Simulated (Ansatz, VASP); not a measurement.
# Two plane-wave programs on SrTiO

```
Sr Ti O
1.0
     2.97712    0.00000    0.00000
     0.00000    2.97712    0.00000
     0.00000    0.00000    7.13141
Sr Ti O
1 1 1
Direct
  0.50000 0.50000 0.50000
  0.50000 0.50000 0.00000
  0.00000 0.00000 0.00000
```

Alike in both runs: functional PBE; k mesh 16 × 16 × 8; occupations gaussian, width 0.1 eV; no spin polarisation.

Ansatz relaxed the structure, and its values are those at the end. VASP's run is a single point on that final structure, the one shown.

```csv
,VASP,Ansatz
version,VASP 6.6.1,Ansatz 0.2.0
potentials or method,"VASP PAW PBE potentials, release 64 (Sr_sv, Ti_sv, O), cutoff 520 eV","scalar-relativistic, plane waves, PAW"
valence electrons in the cell,28,28
```

VASP gave:

* gap on the k mesh at the Fermi level (eV): none
* pressure (GPa): 0.2

Task: What did Ansatz give for the same quantities?

Result: gap on the k mesh at the Fermi level (eV): none; pressure (GPa): 0.0.

A gap of «none» marks a metal or a gap that the smearing closes.
